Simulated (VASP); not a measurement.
Write the native input for VASP 6.6.1 that does the following.

```
Task                   : single point
Functional             : PBEsol
Dispersion             : D4
Potentials or basis    : VASP PAW PBE potentials, release 64 (Sn_d)
Cutoff                 : 520 eV
k mesh                 : 11 × 11 × 11
Occupations            : fermi-dirac, width 0.15 eV
Spin                   : no spin polarisation
Dipole correction      : no
Further INCAR settings : ALGO = Normal; EDIFF = 1e-07; NBANDS = 13
```

The structure of Sn lies in POSCAR:

```
Sn
1.0
   -1.8819358316      1.8819358316      1.8819358316
    1.8819358316     -1.8819358316      1.8819358316
    1.8819358316      1.8819358316     -1.8819358316
Sn
1
Direct
    0.0000000000      0.0000000000      0.0000000000
```

The input as run:

INCAR

```
ALGO = Normal
EDIFF = 1E-7
ENCUT = 520
GGA = PS
ISIF = 2
ISMEAR = -1
IVDW = 13
LASPH = True
LCHARG = False
LREAL = False
LWAVE = False
NBANDS = 13
NELM = 100
PREC = Accurate
SIGMA = 0.15
```

KPOINTS

```
k-points
0
Gamma
  11 11 11
```

Potentials or basis: VASP PAW PBE potentials, release 64 (Sn_d).

The run is started by

```bash
$ cat potpaw_PBE.64/Sn_d/POTCAR > POTCAR
$ mpirun -np 1 vasp_std > vasp.out
```

It gave:

```
Pressure                   : -2.3 GPa
Band gap on the k mesh     : zero (band 7 reaches 16.29 eV, above the bottom of band 8 at 5.72 eV)
Dispersion energy per atom : -0.251 eV
```

Caveat: the PAW data sets were made with another functional, which shifts forces and pressure a little; spin-orbit coupling is left out, which moves the levels of the heavy elements; pairwise dispersion overbinds metals, which lowers pressure and volume.

It took 5.4 s on 1 thread of Intel(R) Xeon(R) 6975P-C (Granite Rapids), with other jobs on the host, peak memory 0.14 GiB.
